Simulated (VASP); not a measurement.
Input of a VASP 6.6.1 run:

Contents of INCAR:

```
ALGO = Normal ; EDIFF = 1E-6
EDIFFG = -0.01 ; ENCUT = 600
GGA = PE ; IBRION = 2
ISIF = 3 ; ISMEAR = 0
LASPH = True ; LCHARG = False
LREAL = False ; LWAVE = False
NELM = 100 ; NSW = 100
PREC = Accurate ; SIGMA = 0.02
```

The input KPOINTS:

```
k-points
0
Gamma
  8 8 4
```

Contents of POSCAR:

```
Be3ZnTe4
1.0
    4.1033895223      0.0000000000      0.0000000000
    0.0000000000      4.1033895223      0.0000000000
    0.0000000000      0.0000000000     11.5841540819
Be Zn Te
3 1 4
Direct
    0.0000000000      0.0000000000      0.0000000000
    0.5000000000      0.5000000000      0.2394759245
    0.5000000000      0.5000000000      0.7605240755
    0.0000000000      0.0000000000      0.5000000000
    0.5000000000      0.0000000000      0.1196713508
    0.0000000000      0.5000000000      0.3573174669
    0.5000000000      0.0000000000      0.6426825331
    0.0000000000      0.5000000000      0.8803286492
```

Potentials or basis: VASP PAW PBE potentials, release 64 (Be, Zn, Te).

Run with:

```sh
$ cat potpaw_PBE.64/Be/POTCAR potpaw_PBE.64/Zn/POTCAR potpaw_PBE.64/Te/POTCAR > POTCAR
$ mpirun -np 1 vasp_std > vasp.out
```

Question: What does it give for the band gap on the k mesh?

Answer: 1.95 eV (least direct gap 1.97 eV).

The path:
```
step  energy change (eV)  largest force (eV/Å)  pressure (GPa)  volume (Å³)
   1              0.0000                0.0407           -0.03       195.05
   2             -0.0015                0.0208           -0.01       194.94
   3             -0.0024                0.0129            0.04       194.75
   4             -0.0024                0.0120            0.05       194.76
   5             -0.0024                0.0098            0.04       194.79
   6             -0.0024                0.0110            0.05       194.77
   7             -0.0025                0.0049           -0.02       195.05
```

Caveat: spin-orbit coupling is left out, which moves the levels of the heavy elements. A k mesh can miss the band edges.
